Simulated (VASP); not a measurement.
# WC (I4/mmm) in VASP: single point with PBEsol

Aim: the single point of WC with PBEsol.

Program: VASP 6.6.1. These are calculated values, not measurements. Logs are shortened: lines on timing, memory, paths and dates and some standing lists are left out, and cuts for length are marked.

## 1. The cell of the first run

It takes space group I4/mmm (No. 139, tetragonal). The conventional cell has a = 3.051 Å, b = 3.051 Å, c = 4.530 Å, α = 90.00°, β = 90.00°, γ = 90.00°. W (site symmetry 4/mmm) has 6 C at 2.16 to 2.27 Å within 2.9 Å. Within 2.9 Å of C (site symmetry 4/mmm) lie 6 W at 2.16 to 2.27 Å.

## 2. Single point, PBEsol

INCAR

```
PREC = Accurate ; ENCUT = 520
EDIFF = 1E-7 ; ISMEAR = 0
SIGMA = 0.15 ; LREAL = False
LASPH = True ; NELM = 60
ALGO = Normal ; ISIF = 2
LWAVE = False ; LCHARG = False
GGA = PS ; NBANDS = 16
```

KPOINTS

```
regular mesh
0
Gamma
  20 20 20
```

POSCAR

```
WC
1.0
    0.0000000000      2.1573119436      2.2651775408
    2.1573119436      0.0000000000      2.2651775408
    2.1573119436      2.1573119436      0.0000000000
W C
1 1
Direct
    0.0000000000      0.0000000000      0.0000000000
    0.5000000000      0.5000000000      0.5000000000
```

Potentials or basis: VASP PAW PBE potentials, release 64 (W_sv, C).

Run with:

```
> cat potpaw_PBE.64/W_sv/POTCAR potpaw_PBE.64/C/POTCAR > POTCAR
> mpirun -np 1 vasp_std > vasp.out
```

OUTCAR:

```text
PREC = Accurate
   ENCUT = 520
   EDIFF = 1E-7
   ISMEAR = 0
   LREAL = False
   LASPH = True
   NELM = 60
   ISIF = 2
   GGA = PS

 ion  position               nearest neighbor table
   1  0.000  0.000  0.000-   2 2.16   2 2.16   2 2.16   2 2.16   2 2.27   2 2.27
   2  0.500  0.500  0.500-   1 2.16   1 2.16   1 2.16   1 2.16   1 2.27   1 2.27

  LATTYP: Found a body centered tetragonal cell.
 ALAT       =     3.0508998089
 C/A-ratio  =     1.4849242405

  Lattice vectors:

 A1 = (  -2.1573119436,   0.0000000000,   2.2651775408)
 A2 = (   2.1573119436,   0.0000000000,   2.2651775408)
 A3 = (   0.0000000000,   2.1573119436,  -2.2651775408)

Analysis of symmetry for initial positions (statically):
=====================================================================
 Subroutine PRICEL returns:
 Original cell was already a primitive cell.

 Routine SETGRP: Setting up the symmetry group for a
 body centered tetragonal supercell.

 Subroutine GETGRP returns: Found 16 space group operations
 (whereof 16 operations were pure point group operations)
 out of a pool of 16 trial point group operations.

The static configuration has the point symmetry D_4h.

Analysis of symmetry for dynamics (positions and initial velocities):
=====================================================================
 Subroutine PRICEL returns:
 Original cell was already a primitive cell.

 Routine SETGRP: Setting up the symmetry group for a
 body centered tetragonal supercell.

 Subroutine GETGRP returns: Found 16 space group operations
 (whereof 16 operations were pure point group operations)
 out of a pool of 16 trial point group operations.

The dynamic configuration has the point symmetry D_4h.

 Subroutine INISYM returns: Found 16 space group operations
 (whereof 16 operations are pure point group operations),
 and found     1 'primitive' translations

----------------------------------------------------------------------------------------

                                     Primitive cell

  volume of cell :      21.0842

  direct lattice vectors                    reciprocal lattice vectors
     0.000000000  2.157311944  2.265177541    -0.231769912  0.231769912  0.220733250
     2.157311944  0.000000000  2.265177541     0.231769912 -0.231769912  0.220733250
     2.157311944  2.157311944  0.000000000     0.231769912  0.231769912 -0.220733250

  length of vectors
     3.128102318  3.128102318  3.050899809     0.395168005  0.395168005  0.395168005

  position of ions in fractional coordinates (direct lattice)
     0.000000000  0.000000000  0.000000000
     0.500000000  0.500000000  0.500000000

  ion indices of the primitive-cell ions
   primitive index   ion index
                 1           1
                 2           2

----------------------------------------------------------------------------------------

 KPOINTS: regular mesh

Automatic generation of k-mesh.
 Grid dimensions read from file:
 generate k-points for:   20   20   20

 Generating k-lattice:

  Cartesian coordinates                     Fractional coordinates (reciprocal lattice)
    -0.011588496  0.011588496  0.011036662     0.050000000 -0.000000000  0.000000000
     0.011588496 -0.011588496  0.011036662    -0.000000000  0.050000000  0.000000000
     0.011588496  0.011588496 -0.011036662     0.000000000  0.000000000  0.050000000

  Length of vectors
     0.019758400  0.019758400  0.019758400

  Shift w.r.t. Gamma in fractional coordinates (k-lattice)
     0.000000000  0.000000000  0.000000000

 Subroutine IBZKPT returns following result:
 ===========================================

 Found    641 irreducible k-points:

 Following reciprocal coordinates:
            Coordinates               Weight
  0.000000  0.000000  0.000000      1.000000
  0.050000 -0.000000  0.000000      8.000000
  0.100000  0.000000  0.000000      8.000000
  0.150000 -0.000000  0.000000      8.000000
  0.200000  0.000000  0.000000      8.000000
  0.250000  0.000000  0.000000      8.000000
[... 16 lines left out ...]
 -0.400000  0.050000  0.000000      8.000000
 -0.350000  0.050000  0.000000      8.000000
 [... further k-points ...]
   k-points           NKPTS =    641   k-points in BZ     NKDIM =    641   number of bands    NBANDS=     16
   number of dos      NEDOS =    301   number of ions     NIONS =      2
   total plane-waves  NPLWV =  13824
   dimension x,y,z NGX =    24 NGY =   24 NGZ =   24
   dimension x,y,z NGXF=    48 NGYF=   48 NGZF=   48
   ions per type =               1   1
   NGX,Y,Z   is equivalent  to a cutoff of  12.76, 12.76, 13.08 a.u.
   NGXF,Y,Z  is equivalent  to a cutoff of  25.51, 25.51, 26.16 a.u.
 SYSTEM =  unknown system
   PREC   = accura    normal or accurate (medium, high low for compatibility)
   ISTART =      0    job   : 0-new  1-cont  2-samecut
   ICHARG =      2    charge: 1-file 2-atom 10-const
   ISPIN  =      1    spin polarized calculation?
   LNONCOLLINEAR =      F non collinear calculations
   LSORBIT =      F    spin-orbit coupling
   LASPH  =      T    aspherical Exc in radial PAW
   ENCUT  =  520.0 eV  38.22 Ry    6.18 a.u.   5.82  5.82  5.67*2*pi/ulx,y,z
   NELM   =     60;   NELMIN=  2; NELMDL= -5     # of ELM steps
   EDIFF  = 0.1E-06   stopping-criterion for ELM
   LREAL  =      F    real-space projection
   EDIFFG = 0.1E-05   stopping-criterion for IOM
   NSW    =      0    number of steps for IOM
   IBRION =     -1    ionic relax: 0-MD 1-quasi-New 2-CG
   NFREE  =      0    steps in history (QN), initial steepest desc. (CG)
   ISIF   =      2    stress and relaxation
   ISYM   =      2    0-nonsym 1-usesym 2-fastsym
   POTIM  = 0.5000    time-step for ionic-motion
   TEBEG  =    0.0;   TEEND  =   0.0 temperature during run
   PSTRESS=    0.0 pullay stress
   NELECT =      18.0000    total number of electrons
   NUPDOWN=      -1.0000    fix difference up-down
   EMIN   =  10.00;   EMAX   =-10.00  energy-range for DOS
   EFERMI =   0.00;   METHOD = LEGACY
   ISMEAR =     0;   SIGMA  =   0.15  broadening in eV -4-tet -1-fermi 0-gaus
   EFERMI_NEDOS =   21; number of points for ismear=-14 and -15
   IALGO  =     38    algorithm
   IMIX   =      4    mixing-type and parameters
     AMIX     =   0.40;   BMIX     =  1.00
     AMIX_MAG =   1.60;   BMIX_MAG =  1.00
  volume/ion in A,a.u.               =      10.54        71.14
  Fermi-wavevector in a.u.,A,eV,Ry     =   1.553029  2.934800 32.815887  2.411900
  Thomas-Fermi vector in A             =   2.657319
   LORBIT       =      0    0 simple, 1 ext, 2 COOP (PROOUT), +10 PAW based schemes
   GGA     = PS    functional components
   LHFCALC =     F    Hartree Fock is set to
   AEXX    =    0.0000 exact exchange contribution
   IVDW    =     0    specifies the selected vdW correction
   LEPSILON=     F    determine dielectric tensor
   LRPA    =     F    only Hartree local field effects (RPA)
 non-spin polarized calculation
 Gauss-broadening in eV      SIGMA  =   0.15
  energy-cutoff  :      520.00
  volume of cell :       21.08
 maximum number of plane-waves:       582
   NGX = 11   NGY = 11   NGZ = 11

 number of electron      18.0000003 magnetization

 Free energy of the ion-electron system (eV)
  ---------------------------------------------------
  ext. energy  EPLUGINS =         0.00000000
  ---------------------------------------------------
  free energy    TOTEN  =       -22.93479098 eV

  energy without entropy =      -22.92302323  energy(sigma->0) =      -22.92890711

 E-fermi :  12.2306     XC(G=0): -13.8380

 val. band max:       12.2279829709   @ k =  -0.0500   0.1000   0.0500
 cond. band min:      12.2325024279   @ k =   0.3000   0.0000   0.2500
 fundamental gap:      0.0045194570
 Fermi energy:        12.2306373143

 k-point     1 :       0.0000    0.0000    0.0000
  band No.  band energies     occupation
      1     -63.1110      2.00000
      2     -27.1114      2.00000
      3     -27.1114      2.00000
      4     -27.1107      2.00000
      5      -3.5348      2.00000
      6       9.0933      2.00000
[... 8 lines left out ...]
     15      21.9068      0.00000
     16      35.0903      0.00000

 k-point     2 :       0.0500   -0.0000    0.0000
  band No.  band energies     occupation
      1     -63.1101      2.00000
      2     -27.1265      2.00000
      3     -27.1131      2.00000
      4     -27.1125      2.00000
      5      -3.4637      2.00000
      6       8.9902      2.00000
[... 8 lines left out ...]
     15      22.0756      0.00000
     16      34.1543      0.00000

 k-point     3 :       0.1000    0.0000    0.0000
  band No.  band energies     occupation
      1     -63.1074      2.00000
      2     -27.1705      2.00000
      3     -27.1194      2.00000
      4     -27.1155      2.00000
      5      -3.2536      2.00000
      6       8.5300      2.00000
[... 8 lines left out ...]
     15      22.5543      0.00000
     16      32.5245      0.00000

 k-point     4 :       0.1500   -0.0000    0.0000
  band No.  band energies     occupation
      1     -63.1033      2.00000
      2     -27.2385      2.00000
      3     -27.1291      2.00000
      4     -27.1201      2.00000
      5      -2.9138      2.00000
      6       7.7695      2.00000
[... 8 lines left out ...]
     15      23.2487      0.00000
     16      30.9023      0.00000
[... 324 lines left out ...]
 k-point    22 :      -0.4500    0.0500    0.0000
  band No.  band energies     occupation
      1     -63.0736      2.00000
      2     -27.6958      2.00000
      3     -27.2084      2.00000
      4     -27.1532      2.00000
      5       0.9540      2.00000
      6       2.6434      2.00000
[... 8 lines left out ...]
     15      23.8813      0.00000
     16      24.7022      0.00000

 k-point    23 :      -0.4000    0.0500    0.0000
  band No.  band energies     occupation
      1     -63.0755      2.00000
      2     -27.6674      2.00000
      3     -27.2052      2.00000
      4     -27.1480      2.00000
      5       0.3887      2.00000
      6       3.2501      2.00000
[... 8 lines left out ...]
     15      24.3890      0.00000
     16      25.3692      0.00000

 k-point    24 :      -0.3500    0.0500    0.0000
  band No.  band energies     occupation
      1     -63.0791      2.00000
      2     -27.6147      2.00000
      3     -27.1978      2.00000
      4     -27.1416      2.00000
      5      -0.2890      2.00000
      6       4.0090      2.00000
[... 8 lines left out ...]
     15      25.0795      0.00000
     16      25.7814      0.00000

 [... further k-points ...]

------------------------ aborting loop because EDIFF is reached ----------------------------------------

  FORCE on cell =-STRESS in cart. coord.  units (eV):
  Direction    XX          YY          ZZ          XY          YZ          ZX
  --------------------------------------------------------------------------------------
  -------------------------------------------------------------------------------------
  Total        0.0807137      0.0807137     -3.0193055      0.0000000      0.0000000     -0.0000000
  in kB        6.1333761      6.1333761   -229.4349151      0.0000000      0.0000000     -0.0000000
  external PRESSURE =     -72.3893876 kB  Pullay stress =       0.0000000 kB

 VOLUME and BASIS-vectors are now :
 -----------------------------------------------------------------------------
  energy-cutoff  :      520.00
  volume of cell :       21.08
      direct lattice vectors                 reciprocal lattice vectors
     0.000000000  2.157311944  2.265177541    -0.231769912  0.231769912  0.220733250
     2.157311944  0.000000000  2.265177541     0.231769912 -0.231769912  0.220733250
     2.157311944  2.157311944  0.000000000     0.231769912  0.231769912 -0.220733250

 POSITION                                       TOTAL-FORCE (eV/Angst)
 -----------------------------------------------------------------------------------
      0.00000      0.00000      0.00000        -0.000000     -0.000000      0.000000
      2.15731      2.15731      2.26518         0.000000      0.000000      0.000000
 -----------------------------------------------------------------------------------
    total drift:                                0.000000     -0.000000     -0.000000

  FREE ENERGIE OF THE ION-ELECTRON SYSTEM (eV)
  ---------------------------------------------------
  free  energy   TOTEN  =       -22.9347909754 eV

  energy  without entropy=      -22.9230232347  energy(sigma->0) =      -22.92890711
```

It took 56 s on 1 thread of Intel Xeon 6975P-C (Granite Rapids), shared host; peak memory 0.32 GiB.

What came out:

```
Free energy            : -22.9348 eV
Pressure               : -7.2 GPa
Band gap on the k mesh : zero (bands 9 and 10 overlap by 2.95 eV)
```

Stress tensor (GPa, compression positive):
```
  0.61   0.00   0.00
  0.00   0.61   0.00
  0.00   0.00 -22.94
```

Levels at points of the mesh, in eV from the Fermi level:
```tsv
k point	band 7	band 8	band 9	band 10	band 11	band 12
(0.00, 0.00, 0.00)	-2.52	-2.52	-1.34	-1.14	-0.94	-0.94
(0.50, 0.00, 0.00)	-6.63	-6.54	0.91	1.26	2.40	4.89
(0.50, 0.50, 0.00)	-5.76	-2.23	-2.23	0.83	2.28	2.28
(0.50, 0.00, 0.50)	-5.37	-2.60	-2.51	0.83	1.99	2.58
```

Caveat: the cell stands under tension; the PAW data sets were made with another functional, which shifts forces and pressure a little; spin-orbit coupling is left out, which moves the levels of the heavy elements.
